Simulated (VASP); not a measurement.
# LiCoAs (P4/nmm) in VASP: further runs

LiCoAs is run at these levels: LDA; tasks: electric field gradients.

All numbers are computed with VASP 6.6.1; they aren't measurements. Logs are shortened: lines on timing, memory, paths and dates and some standing lists are left out, and cuts for length are marked.

### 1 The cell of the first run

The structure is tetragonal, space group P4/nmm (No. 129). The conventional cell has a = 3.658 Å, b = 3.658 Å, c = 6.039 Å, α = 90.00°, β = 90.00°, γ = 90.00°. Li (site symmetry 4mm) has 6 As at 2.66 to 3.36 Å and 4 Co at 2.70 Å and 4 Li at 3.31 Å within 3.5 Å. Within 3.0 Å of Co (site symmetry -4m2) lie 4 As at 2.29 Å and 4 Co at 2.59 Å and 4 Li at 2.70 Å. As (site symmetry 4mm) has 4 Co at 2.29 Å and 5 Li at 2.66 to 2.68 Å within 3.0 Å.

### 2 Electric field gradients, LDA (13.47 Å³/atom)

The input, INCAR:

```
SYSTEM = LiCoAs
ALGO = Normal
EDIFF = 1E-8
ENCUT = 520
ISIF = 2
ISMEAR = -1
LASPH = .True.
LCHARG = .False.
LEFG = .True.
LREAL = .False.
LWAVE = .False.
NBANDS = 26
NELM = 80
PREC = Accurate
SIGMA = 0.05
```

The input, KPOINTS:

```
k-points
0
Gamma
  8 8 5
  0 0 0
```

The input, POSCAR:

```
LiCoAs
1.0
    3.6578597745      0.0000000000      0.0000000000
    0.0000000000      3.6578597745      0.0000000000
    0.0000000000      0.0000000000      6.0388986993
Li Co As
2 2 2
Direct
    0.0000000000      0.5000000000      0.6708414200
    0.5000000000      0.0000000000      0.3291585800
    0.5000000000      0.5000000000      0.0000000000
    0.0000000000      0.0000000000      0.0000000000
    0.5000000000      0.0000000000      0.7721379400
    0.0000000000      0.5000000000      0.2278620600
```

Potentials or basis: VASP PAW LDA potentials, release 64 (Li_sv, Co, As).

Started as:

```
$ cat potpaw_LDA.64/Li_sv/POTCAR potpaw_LDA.64/Co/POTCAR potpaw_LDA.64/As/POTCAR > POTCAR
$ mpirun -np 1 vasp_std > vasp.out
```

OUTCAR:

```text
SYSTEM = LiCoAs
   EDIFF = 1E-8
   ENCUT = 520
   ISIF = 2
   ISMEAR = -1
   LASPH = .True.
   LREAL = .False.
   NELM = 80
   PREC = Accurate

 ion  position               nearest neighbor table
   1  0.000  0.500  0.671-   5 2.66   5 2.66   5 2.66   5 2.66   6 2.68   3 2.70   3 2.70   4 2.70
                             4 2.70
   2  0.500  0.000  0.329-   6 2.66   6 2.66   6 2.66   6 2.66   5 2.68   3 2.70   4 2.70   4 2.70
                             3 2.70
   3  0.500  0.500  0.000-   5 2.29   6 2.29   5 2.29   6 2.29   4 2.59   4 2.59   4 2.59   4 2.59
                             1 2.70   2 2.70   2 2.70   1 2.70
   4  0.000  0.000  0.000-   5 2.29   6 2.29   6 2.29   5 2.29   3 2.59   3 2.59   3 2.59   3 2.59
                             2 2.70   1 2.70   2 2.70   1 2.70
   5  0.500  0.000  0.772-   3 2.29   4 2.29   3 2.29   4 2.29   1 2.66   1 2.66   1 2.66   1 2.66
                             2 2.68
   6  0.000  0.500  0.228-   3 2.29   4 2.29   4 2.29   3 2.29   2 2.66   2 2.66   2 2.66   2 2.66
                             1 2.68

  LATTYP: Found a simple tetragonal cell.
 ALAT       =     3.6578597745
 C/A-ratio  =     1.6509377263

  Lattice vectors:

 A1 = (   3.6578597745,   0.0000000000,   0.0000000000)
 A2 = (   0.0000000000,   3.6578597745,   0.0000000000)
 A3 = (   0.0000000000,   0.0000000000,   6.0388986993)

Analysis of symmetry for initial positions (statically):
=====================================================================
 Subroutine PRICEL returns:
 Original cell was already a primitive cell.

 Routine SETGRP: Setting up the symmetry group for a
 simple tetragonal supercell.

 Subroutine GETGRP returns: Found 16 space group operations
 (whereof  8 operations were pure point group operations)
 out of a pool of 16 trial point group operations.

The static configuration has the point symmetry D_2d.
 The point group associated with its full space group is D_4h.

Analysis of symmetry for dynamics (positions and initial velocities):
=====================================================================
 Subroutine PRICEL returns:
 Original cell was already a primitive cell.

 Routine SETGRP: Setting up the symmetry group for a
 simple tetragonal supercell.

 Subroutine GETGRP returns: Found 16 space group operations
 (whereof  8 operations were pure point group operations)
 out of a pool of 16 trial point group operations.

The dynamic configuration has the point symmetry D_2d.
 The point group associated with its full space group is D_4h.

 Subroutine INISYM returns: Found 16 space group operations
 (whereof  8 operations are pure point group operations),
 and found     1 'primitive' translations

----------------------------------------------------------------------------------------

                                     Primitive cell

  volume of cell :      80.8001

  direct lattice vectors                    reciprocal lattice vectors
     3.657859774  0.000000000  0.000000000     0.273383908  0.000000000  0.000000000
     0.000000000  3.657859774  0.000000000     0.000000000  0.273383908  0.000000000
     0.000000000  0.000000000  6.038898699     0.000000000  0.000000000  0.165593107

  length of vectors
     3.657859774  3.657859774  6.038898699     0.273383908  0.273383908  0.165593107

  position of ions in fractional coordinates (direct lattice)
     0.000000000  0.500000000  0.670841420
     0.500000000  0.000000000  0.329158580
     0.500000000  0.500000000  0.000000000
     0.000000000  0.000000000  0.000000000
     0.500000000  0.000000000  0.772137940
     0.000000000  0.500000000  0.227862060

  ion indices of the primitive-cell ions
   primitive index   ion index
                 1           1
                 2           2
                 3           3
                 4           4
                 5           5
                 6           6

----------------------------------------------------------------------------------------

 KPOINTS: k-points

Automatic generation of k-mesh.
 Grid dimensions read from file:
 generate k-points for:    8    8    5

 Generating k-lattice:

  Cartesian coordinates                     Fractional coordinates (reciprocal lattice)
     0.034172988  0.000000000  0.000000000     0.125000000  0.000000000  0.000000000
     0.000000000  0.034172988  0.000000000     0.000000000  0.125000000  0.000000000
     0.000000000  0.000000000  0.033118621     0.000000000  0.000000000  0.200000000

  Length of vectors
     0.034172988  0.034172988  0.033118621

  Shift w.r.t. Gamma in fractional coordinates (k-lattice)
     0.000000000  0.000000000  0.000000000

 Subroutine IBZKPT returns following result:
 ===========================================

 Found     45 irreducible k-points:

 Following reciprocal coordinates:
            Coordinates               Weight
  0.000000  0.000000  0.000000      1.000000
  0.125000  0.000000  0.000000      4.000000
  0.250000  0.000000  0.000000      4.000000
  0.375000  0.000000  0.000000      4.000000
  0.500000  0.000000  0.000000      2.000000
  0.125000  0.125000  0.000000      4.000000
[... 16 lines left out ...]
  0.375000  0.125000  0.200000     16.000000
  0.500000  0.125000  0.200000      8.000000
 [... further k-points ...]
   k-points           NKPTS =     45   k-points in BZ     NKDIM =     45   number of bands    NBANDS=     26
   number of dos      NEDOS =    301   number of ions     NIONS =      6
   total plane-waves  NPLWV =  37632
   dimension x,y,z NGX =    28 NGY =   28 NGZ =   48
   dimension x,y,z NGXF=    56 NGYF=   56 NGZF=   96
   ions per type =               2   2   2
   NGX,Y,Z   is equivalent  to a cutoff of  12.73, 12.73, 13.21 a.u.
   NGXF,Y,Z  is equivalent  to a cutoff of  25.45, 25.45, 26.43 a.u.
 SYSTEM =  LiCoAs
   PREC   = accura    normal or accurate (medium, high low for compatibility)
   ISTART =      0    job   : 0-new  1-cont  2-samecut
   ICHARG =      2    charge: 1-file 2-atom 10-const
   ISPIN  =      1    spin polarized calculation?
   LNONCOLLINEAR =      F non collinear calculations
   LSORBIT =      F    spin-orbit coupling
   LASPH  =      T    aspherical Exc in radial PAW
   ENCUT  =  520.0 eV  38.22 Ry    6.18 a.u.   6.80  6.80 11.23*2*pi/ulx,y,z
   NELM   =     80;   NELMIN=  2; NELMDL= -5     # of ELM steps
   EDIFF  = 0.1E-07   stopping-criterion for ELM
   LREAL  =      F    real-space projection
   EDIFFG = 0.1E-06   stopping-criterion for IOM
   NSW    =      0    number of steps for IOM
   IBRION =     -1    ionic relax: 0-MD 1-quasi-New 2-CG
   NFREE  =      0    steps in history (QN), initial steepest desc. (CG)
   ISIF   =      2    stress and relaxation
   ISYM   =      2    0-nonsym 1-usesym 2-fastsym
   POTIM  = 0.5000    time-step for ionic-motion
   TEBEG  =    0.0;   TEEND  =   0.0 temperature during run
   PSTRESS=    0.0 pullay stress
   NELECT =      34.0000    total number of electrons
   NUPDOWN=      -1.0000    fix difference up-down
   EMIN   =  10.00;   EMAX   =-10.00  energy-range for DOS
   EFERMI =   0.00;   METHOD = LEGACY
   ISMEAR =    -1;   SIGMA  =   0.05  broadening in eV -4-tet -1-fermi 0-gaus
   EFERMI_NEDOS =   21; number of points for ismear=-14 and -15
   IALGO  =     38    algorithm
   IMIX   =      4    mixing-type and parameters
     AMIX     =   0.40;   BMIX     =  1.00
     AMIX_MAG =   1.60;   BMIX_MAG =  1.00
  volume/ion in A,a.u.               =      13.47        90.88
  Fermi-wavevector in a.u.,A,eV,Ry     =   1.226772  2.318263 20.476354  1.504970
  Thomas-Fermi vector in A             =   2.361760
   LORBIT       =      0    0 simple, 1 ext, 2 COOP (PROOUT), +10 PAW based schemes
   GGA     = CA    functional components
   LHFCALC =     F    Hartree Fock is set to
   AEXX    =    0.0000 exact exchange contribution
   IVDW    =     0    specifies the selected vdW correction
   LEPSILON=     F    determine dielectric tensor
   LRPA    =     F    only Hartree local field effects (RPA)
 non-spin polarized calculation
  energy-cutoff  :      520.00
  volume of cell :       80.80
 maximum number of plane-waves:      2228
 NGX is ok and might be reduce to    28
   NGX = 13   NGY = 13   NGZ = 23

 number of electron      33.9999980 magnetization

 Free energy of the ion-electron system (eV)
  ---------------------------------------------------
  ext. energy  EPLUGINS =         0.00000000
  ---------------------------------------------------
  free energy    TOTEN  =       -34.65693767 eV

  energy without entropy =      -34.62115596  energy(sigma->0) =      -34.63904681

 E-fermi :   6.6223     XC(G=0): -10.9224

 val. band max:        6.5849348966   @ k =   0.3750   0.1250   0.0000
 cond. band min:       6.6494389222   @ k =   0.5000   0.5000   0.0000
 fundamental gap:      0.0645040256
 Fermi energy:         6.6222525943

 k-point     1 :       0.0000    0.0000    0.0000
  band No.  band energies     occupation
      1     -38.6105      2.00000
      2     -38.6040      2.00000
      3      -6.6317      2.00000
      4      -4.9283      2.00000
      5       0.4205      2.00000
      6       1.9449      2.00000
[... 18 lines left out ...]
     25      12.5300      0.00000
     26      12.5300      0.00000

 k-point     2 :       0.1250    0.0000    0.0000
  band No.  band energies     occupation
      1     -38.6101      2.00000
      2     -38.6041      2.00000
      3      -6.5127      2.00000
      4      -4.9014      2.00000
      5       0.5578      2.00000
      6       1.9924      2.00000
[... 18 lines left out ...]
     25      12.7885      0.00000
[... 608 lines left out ...]
     25      13.2536      0.00000
     26      13.7275      0.00000

 k-point    24 :       0.5000    0.1250    0.2000
  band No.  band energies     occupation
      1     -38.6060      2.00000
      2     -38.6060      2.00000
      3      -5.1369      2.00000
      4      -5.1369      2.00000
      5       0.9029      2.00000
      6       0.9029      2.00000
[... 18 lines left out ...]
     25      13.2273      0.00000
     26      13.2273      0.00000

 [... further k-points ...]

------------------------ aborting loop because EDIFF is reached ----------------------------------------

  FORCE on cell =-STRESS in cart. coord.  units (eV):
  Direction    XX          YY          ZZ          XY          YZ          ZX
  --------------------------------------------------------------------------------------
  -------------------------------------------------------------------------------------
  Total        0.1517209      0.1517209     -0.3100088      0.0000000      0.0000000      0.0000000
  in kB        3.0084587      3.0084587     -6.1471355      0.0000000      0.0000000      0.0000000
  external PRESSURE =      -0.0434060 kB  Pullay stress =       0.0000000 kB

 VOLUME and BASIS-vectors are now :
 -----------------------------------------------------------------------------
  energy-cutoff  :      520.00
  volume of cell :       80.80
      direct lattice vectors                 reciprocal lattice vectors
     3.657859774  0.000000000  0.000000000     0.273383908  0.000000000  0.000000000
     0.000000000  3.657859774  0.000000000     0.000000000  0.273383908  0.000000000
     0.000000000  0.000000000  6.038898699     0.000000000  0.000000000  0.165593107

 POSITION                                       TOTAL-FORCE (eV/Angst)
 -----------------------------------------------------------------------------------
      0.00000      1.82893      4.05114         0.000000      0.000000     -0.025639
      1.82893      0.00000      1.98776         0.000000      0.000000      0.025639
      1.82893      1.82893      0.00000        -0.000000      0.000000      0.000000
      0.00000      0.00000      0.00000         0.000000      0.000000      0.000000
      1.82893      0.00000      4.66286         0.000000      0.000000     -0.196342
      0.00000      1.82893      1.37604         0.000000      0.000000      0.196342
 -----------------------------------------------------------------------------------
    total drift:                                0.000000      0.000000     -0.000000

  FREE ENERGIE OF THE ION-ELECTRON SYSTEM (eV)
  ---------------------------------------------------
  free  energy   TOTEN  =       -34.6569376670 eV

  energy  without entropy=      -34.6211559558  energy(sigma->0) =      -34.63904681

 Electric field gradients (V/A^2)
---------------------------------------------------------------------
 ion       V_xx      V_yy      V_zz      V_xy      V_xz      V_yz
---------------------------------------------------------------------
   1       0.388     0.388    -0.776    -0.000     0.000    -0.000
   2       0.388     0.388    -0.776    -0.000     0.000     0.000
   3      -0.338    -0.338     0.676     0.000     0.000     0.000
   4      -0.338    -0.338     0.676    -0.000    -0.000    -0.000
   5      26.829    26.829   -53.657     0.000    -0.000     0.000
   6      26.829    26.829   -53.657     0.000     0.000     0.000
---------------------------------------------------------------------

 Electric field gradients after diagonalization (V/A^2)
 (convention: |V_zz| > |V_xx| > |V_yy|)
----------------------------------------------------------------------
 ion       V_xx      V_yy      V_zz     asymmetry (V_yy - V_xx)/ V_zz
----------------------------------------------------------------------
   1       0.388     0.388    -0.776       0.000
   2       0.388     0.388    -0.776       0.000
   3      -0.338    -0.338     0.676       0.000
   4      -0.338    -0.338     0.676       0.000
   5      26.829    26.829   -53.657       0.000
   6      26.829    26.829   -53.657       0.000
----------------------------------------------------------------------

           NMR quadrupolar parameters

 Cq : quadrupolar parameter    Cq=e*Q*V_zz/h
 eta: asymmetry parameters     (V_yy - V_xx)/ V_zz
 Q  : nuclear electric quadrupole moment in mb (millibarn)
----------------------------------------------------------------------
 ion       Cq(MHz)       eta       Q (mb)
----------------------------------------------------------------------
   1      -0.002       0.000       1.000
   2      -0.002       0.000       1.000
   3       0.002       0.000       1.000
   4       0.002       0.000       1.000
   5      -0.130       0.000       1.000
   6      -0.130       0.000       1.000
----------------------------------------------------------------------
```

It took 2 min on 1 thread of Intel Xeon 8259CL, shared host; peak memory 0.22 GiB.

Results:

- Free energy: -34.6569 eV
- Largest force: 0.196 eV/Å
- Band gap on the k mesh: zero (bands 17 and 18 overlap by 1.95 eV)
- Largest electric field gradient by atom: Li -0.8; Co +0.7; As -53.7 V/Å²

Forces on the atoms (eV/Å):
```
Li   0.000  0.000 -0.026
Li   0.000  0.000  0.026
Co   0.000  0.000  0.000
Co   0.000  0.000  0.000
As   0.000  0.000 -0.196
As   0.000  0.000  0.196
```

Electric field gradients, principal values (V/Å²):
| atom | least | middle | greatest (by size) |
| --- | --- | --- | --- |
| 1 Li | 0.388 | 0.388 | -0.776 |
| 2 Li | 0.388 | 0.388 | -0.776 |
| 3 Co | -0.338 | -0.338 | 0.676 |
| 4 Co | -0.338 | -0.338 | 0.676 |
| 5 As | 26.829 | 26.829 | -53.657 |
| 6 As | 26.829 | 26.829 | -53.657 |

Caveat: the cutoff is under 1.25 times the usual one of these potentials, so pressure, stress and relaxed cells hold a basis-set (Pulay) error; without QUAD_EFG the Cq values of the log hold for a quadrupole moment of 1 mb, not for the nuclei; the run has no spin polarisation, though such a crystal can be magnetic. Spin polarisation is off, so any magnetic state and its effect on volume and gap are missing.

(Part 1 of 3 ends here.)
